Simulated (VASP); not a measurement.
## InP: single point with PBEsol

The system is InP.

```
In P
1.0
     2.82904    2.82904    0.00000
    -2.82904    2.82904    0.00000
     0.00000    2.82904    2.82904
In P
1 1
Direct
  0.00000 0.00000 0.00000
  0.75000 0.25000 0.50000
```

```json
{
  "Program": "VASP 6.6.1",
  "Task": "single point",
  "Functional": "PBEsol",
  "Potentials or basis": "VASP PAW PBE potentials, release 64 (In_d, P)",
  "Cutoff": "520 eV",
  "k mesh": "8 × 8 × 8",
  "Occupations": "gaussian, width 0.01 eV",
  "Spin": "no spin polarisation"
}
```

```json
{
 "Pressure": "9.9 GPa",
 "Band gap on the k mesh": "1.17 eV, direct"
}
```

Levels at points of the mesh, in eV from the valence-band top:
```tsv
k point	band 7	band 8	band 9	band 10	band 11	band 12
(0.00, 0.00, 0.00)	0.00	0.00	0.00	1.17	3.98	3.98
(0.50, 0.00, 0.00)	-6.42	-1.16	-1.16	1.64	4.72	4.72
(0.50, 0.50, 0.00)	-6.32	-2.74	-2.74	1.43	2.11	9.79
```

It took 24 s on 1 thread of Intel(R) Xeon(R) Platinum 8259CL CPU @ 2.50GHz (Skylake/Cascade Lake), on a shared host, peak memory 0.17 GiB.

Caveat: the PAW data sets were made with another functional, which shifts forces and pressure a little; spin-orbit coupling is left out, which moves the levels of the heavy elements. A k mesh can miss the band edges.
